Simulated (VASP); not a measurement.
# C (Fd-3m) in VASP: single point with PBE

Aim: the single point of C with PBE.

Program: VASP 6.6.1. These are calculated values, not measurements. Logs are shortened: lines on timing, memory, paths and dates and some standing lists are left out, and cuts for length are marked.

## Step 1: The cell of the first run

The structure is cubic, space group Fd-3m (No. 227). The conventional cell has a = 3.607 Å, b = 3.607 Å, c = 3.607 Å, α = 90.00°, β = 90.00°, γ = 90.00°. Within 2.1 Å of C (site symmetry -43m) lie 4 C at 1.56 Å.

## Step 2: Single point, PBE

Contents of INCAR:

```
SYSTEM = C
PREC = Accurate
ENCUT = 600
EDIFF = 1E-6
ISMEAR = -1
SIGMA = 0.06122561905347299
LREAL = .False.
LASPH = .True.
NELM = 120
ALGO = Normal
ISIF = 2
LWAVE = .False.
LCHARG = .True.
GGA = PE
LELF = .True.
LVHAR = .True.
NBANDS = 11
GGA_COMPAT = .False.
```

Contents of KPOINTS:

```
regular mesh
0
Gamma
  8 8 8
  0 0 0
```

Contents of POSCAR:

```
C
1.0
    0.0000000000      1.8035549600      1.8035549600
    1.8035549600      0.0000000000      1.8035549600
    1.8035549600      1.8035549600      0.0000000000
C
2
Direct
    0.0000000000      0.0000000000      0.0000000000
    0.2500000000      0.2500000000      0.2500000000
```

Potentials or basis: VASP PAW PBE potentials, release 64 (C).

Command:

```bash
> cat potpaw_PBE.64/C/POTCAR > POTCAR
> mpirun -np 1 vasp_std > vasp.out
```

OUTCAR:

```text
SYSTEM = C
   PREC = Accurate
   ENCUT = 600
   EDIFF = 1E-6
   ISMEAR = -1
   LREAL = .False.
   LASPH = .True.
   NELM = 120
   ISIF = 2
   GGA = PE

 ion  position               nearest neighbor table
   1  0.000  0.000  0.000-   2 1.56   2 1.56   2 1.56   2 1.56
   2  0.250  0.250  0.250-   1 1.56   1 1.56   1 1.56   1 1.56

  LATTYP: Found a face centered cubic cell.
 ALAT       =     3.6071099200

  Lattice vectors:

 A1 = (   0.0000000000,   1.8035549600,   1.8035549600)
 A2 = (   1.8035549600,   0.0000000000,   1.8035549600)
 A3 = (   1.8035549600,   1.8035549600,   0.0000000000)

Analysis of symmetry for initial positions (statically):
=====================================================================
 Subroutine PRICEL returns:
 Original cell was already a primitive cell.

 Routine SETGRP: Setting up the symmetry group for a
 face centered cubic supercell.

 Subroutine GETGRP returns: Found 48 space group operations
 (whereof 24 operations were pure point group operations)
 out of a pool of 48 trial point group operations.

The static configuration has the point symmetry T_d .
 The point group associated with its full space group is O_h .

Analysis of symmetry for dynamics (positions and initial velocities):
=====================================================================
 Subroutine PRICEL returns:
 Original cell was already a primitive cell.

 Routine SETGRP: Setting up the symmetry group for a
 face centered cubic supercell.

 Subroutine GETGRP returns: Found 48 space group operations
 (whereof 24 operations were pure point group operations)
 out of a pool of 48 trial point group operations.

The dynamic configuration has the point symmetry T_d .
 The point group associated with its full space group is O_h .

 Subroutine INISYM returns: Found 48 space group operations
 (whereof 24 operations are pure point group operations),
 and found     1 'primitive' translations

----------------------------------------------------------------------------------------

                                     Primitive cell

  volume of cell :      11.7332

  direct lattice vectors                    reciprocal lattice vectors
     0.000000000  1.803554960  1.803554960    -0.277230254  0.277230254  0.277230254
     1.803554960  0.000000000  1.803554960     0.277230254 -0.277230254  0.277230254
     1.803554960  1.803554960  0.000000000     0.277230254  0.277230254 -0.277230254

  length of vectors
     2.550611885  2.550611885  2.550611885     0.480176886  0.480176886  0.480176886

  position of ions in fractional coordinates (direct lattice)
     0.000000000  0.000000000  0.000000000
     0.250000000  0.250000000  0.250000000

  ion indices of the primitive-cell ions
   primitive index   ion index
                 1           1
                 2           2

----------------------------------------------------------------------------------------

 KPOINTS: regular mesh

Automatic generation of k-mesh.
 Grid dimensions read from file:
 generate k-points for:    8    8    8

 Generating k-lattice:

  Cartesian coordinates                     Fractional coordinates (reciprocal lattice)
    -0.034653782  0.034653782  0.034653782     0.125000000  0.000000000  0.000000000
     0.034653782 -0.034653782  0.034653782     0.000000000  0.125000000  0.000000000
     0.034653782  0.034653782 -0.034653782     0.000000000  0.000000000  0.125000000

  Length of vectors
     0.060022111  0.060022111  0.060022111

  Shift w.r.t. Gamma in fractional coordinates (k-lattice)
     0.000000000  0.000000000  0.000000000

 Subroutine IBZKPT returns following result:
 ===========================================

 Found     29 irreducible k-points:

 Following reciprocal coordinates:
            Coordinates               Weight
  0.000000  0.000000  0.000000      1.000000
  0.125000  0.000000  0.000000      8.000000
  0.250000  0.000000  0.000000      8.000000
  0.375000  0.000000  0.000000      8.000000
  0.500000  0.000000  0.000000      4.000000
  0.125000  0.125000  0.000000      6.000000
[... 16 lines left out ...]
  0.500000  0.250000  0.125000     48.000000
 -0.375000  0.250000  0.125000     24.000000
 [... further k-points ...]
   k-points           NKPTS =     29   k-points in BZ     NKDIM =     29   number of bands    NBANDS=     11
   number of dos      NEDOS =    301   number of ions     NIONS =      2
   total plane-waves  NPLWV =   8000
   dimension x,y,z NGX =    20 NGY =   20 NGZ =   20
   dimension x,y,z NGXF=    40 NGYF=   40 NGZF=   40
   ions per type =               2
   NGX,Y,Z   is equivalent  to a cutoff of  13.04, 13.04, 13.04 a.u.
   NGXF,Y,Z  is equivalent  to a cutoff of  26.07, 26.07, 26.07 a.u.
 SYSTEM =  C
   PREC   = accura    normal or accurate (medium, high low for compatibility)
   ISTART =      0    job   : 0-new  1-cont  2-samecut
   ICHARG =      2    charge: 1-file 2-atom 10-const
   ISPIN  =      1    spin polarized calculation?
   LNONCOLLINEAR =      F non collinear calculations
   LSORBIT =      F    spin-orbit coupling
   LASPH  =      T    aspherical Exc in radial PAW
   ENCUT  =  600.0 eV  44.10 Ry    6.64 a.u.   5.09  5.09  5.09*2*pi/ulx,y,z
   NELM   =    120;   NELMIN=  2; NELMDL= -5     # of ELM steps
   EDIFF  = 0.1E-05   stopping-criterion for ELM
   LREAL  =      F    real-space projection
   EDIFFG = 0.1E-04   stopping-criterion for IOM
   NSW    =      0    number of steps for IOM
   IBRION =     -1    ionic relax: 0-MD 1-quasi-New 2-CG
   NFREE  =      0    steps in history (QN), initial steepest desc. (CG)
   ISIF   =      2    stress and relaxation
   ISYM   =      2    0-nonsym 1-usesym 2-fastsym
   POTIM  = 0.5000    time-step for ionic-motion
   TEBEG  =    0.0;   TEEND  =   0.0 temperature during run
   PSTRESS=    0.0 pullay stress
   NELECT =       8.0000    total number of electrons
   NUPDOWN=      -1.0000    fix difference up-down
   EMIN   =  10.00;   EMAX   =-10.00  energy-range for DOS
   EFERMI =   0.00;   METHOD = LEGACY
   ISMEAR =    -1;   SIGMA  =   0.06  broadening in eV -4-tet -1-fermi 0-gaus
   EFERMI_NEDOS =   21; number of points for ismear=-14 and -15
   IALGO  =     38    algorithm
   IMIX   =      4    mixing-type and parameters
     AMIX     =   0.40;   BMIX     =  1.00
     AMIX_MAG =   1.60;   BMIX_MAG =  1.00
  volume/ion in A,a.u.               =       5.87        39.59
  Fermi-wavevector in a.u.,A,eV,Ry     =   1.440894  2.722895 28.248093  2.076176
  Thomas-Fermi vector in A             =   2.559587
   LORBIT       =      0    0 simple, 1 ext, 2 COOP (PROOUT), +10 PAW based schemes
   GGA     = PE    functional components
   LHFCALC =     F    Hartree Fock is set to
   AEXX    =    0.0000 exact exchange contribution
   IVDW    =     0    specifies the selected vdW correction
   LEPSILON=     F    determine dielectric tensor
   LRPA    =     F    only Hartree local field effects (RPA)
 non-spin polarized calculation
  energy-cutoff  :      600.00
  volume of cell :       11.73
 maximum number of plane-waves:       399
   NGX = 11   NGY = 11   NGZ = 11

 number of electron       8.0000000 magnetization

 Free energy of the ion-electron system (eV)
  ---------------------------------------------------
  ext. energy  EPLUGINS =         0.00000000
  ---------------------------------------------------
  free energy    TOTEN  =       -18.17764233 eV

  energy without entropy =      -18.17764233  energy(sigma->0) =      -18.17764233

 E-fermi :  10.5103     XC(G=0): -13.0817

 val. band max:        9.2463014569   @ k =   0.0000   0.0000   0.0000
 cond. band min:      13.3061463625   @ k =   0.3750   0.3750   0.0000
 fundamental gap:      4.0598449056
 Fermi energy:        10.5102652512

 k-point     1 :       0.0000    0.0000    0.0000
  band No.  band energies     occupation
      1     -11.7819      2.00000
      2       9.2463      2.00000
      3       9.2463      2.00000
      4       9.2463      2.00000
      5      14.7438      0.00000
      6      14.7438      0.00000
      7      14.7438      0.00000
      8      21.8122      0.00000
      9      28.1156      0.00000
     10      35.4152      0.00000
     11      35.4152      0.00000

 k-point     2 :       0.1250    0.0000    0.0000
  band No.  band energies     occupation
      1     -11.3596      2.00000
      2       6.8928      2.00000
      3       8.6174      2.00000
      4       8.6174      2.00000
      5      15.5714      0.00000
      6      15.5714      0.00000
      7      15.9500      0.00000
      8      22.2355      0.00000
      9      28.7589      0.00000
     10      32.4444      0.00000
     11      32.4444      0.00000

 k-point     3 :       0.2500    0.0000    0.0000
  band No.  band energies     occupation
      1     -10.1073      2.00000
      2       2.8128      2.00000
      3       7.5581      2.00000
      4       7.5581      2.00000
      5      16.8773      0.00000
      6      16.8773      0.00000
      7      17.0777      0.00000
      8      23.3299      0.00000
      9      29.5193      0.00000
     10      31.3729      0.00000
     11      31.3729      0.00000
[... 267 lines left out ...]
 k-point    23 :       0.5000    0.2500    0.1250
  band No.  band energies     occupation
      1      -7.0392      2.00000
      2      -0.3781      2.00000
      3       3.1330      2.00000
      4       5.2946      2.00000
      5      17.0571      0.00000
      6      18.6481      0.00000
      7      21.2238      0.00000
      8      22.2530      0.00000
      9      29.0353      0.00000
     10      31.0387      0.00000
     11      34.8967      0.00000

 k-point    24 :      -0.3750    0.2500    0.1250
  band No.  band energies     occupation
      1      -5.2063      2.00000
      2      -2.7920      2.00000
      3       3.0862      2.00000
      4       4.7158      2.00000
      5      17.4346      0.00000
      6      18.4016      0.00000
      7      21.8511      0.00000
      8      23.7024      0.00000
      9      27.2755      0.00000
     10      32.5426      0.00000
     11      35.1070      0.00000

 [... further k-points ...]

------------------------ aborting loop because EDIFF is reached ----------------------------------------

  FORCE on cell =-STRESS in cart. coord.  units (eV):
  Direction    XX          YY          ZZ          XY          YZ          ZX
  --------------------------------------------------------------------------------------
  -------------------------------------------------------------------------------------
  Total       -0.8957187     -0.8957187     -0.8957187      0.0000000      0.0000000     -0.0000000
  in kB     -122.3105902   -122.3105902   -122.3105902      0.0000000      0.0000000     -0.0000000
  external PRESSURE =    -122.3105902 kB  Pullay stress =       0.0000000 kB

 VOLUME and BASIS-vectors are now :
 -----------------------------------------------------------------------------
  energy-cutoff  :      600.00
  volume of cell :       11.73
      direct lattice vectors                 reciprocal lattice vectors
     0.000000000  1.803554960  1.803554960    -0.277230254  0.277230254  0.277230254
     1.803554960  0.000000000  1.803554960     0.277230254 -0.277230254  0.277230254
     1.803554960  1.803554960  0.000000000     0.277230254  0.277230254 -0.277230254

 POSITION                                       TOTAL-FORCE (eV/Angst)
 -----------------------------------------------------------------------------------
      0.00000      0.00000      0.00000        -0.000000     -0.000000     -0.000000
      0.90178      0.90178      0.90178         0.000000      0.000000      0.000000
 -----------------------------------------------------------------------------------
    total drift:                                0.000000      0.000000      0.000000

  FREE ENERGIE OF THE ION-ELECTRON SYSTEM (eV)
  ---------------------------------------------------
  free  energy   TOTEN  =       -18.1776423341 eV

  energy  without entropy=      -18.1776423340  energy(sigma->0) =      -18.17764233
```

Wall time 4.9 s (1 thread of Intel Xeon 6975P-C, shared host); peak memory 0.11 GiB.

Results:

```
Free energy            : -18.1776 eV
Pressure               : -12.2 GPa
Band gap on the k mesh : 4.06 eV, indirect (least direct gap 5.50 eV)
```

A k mesh can miss the band edges. Expect the measured gap to be larger: semilocal functionals such as PBE lack the derivative discontinuity.
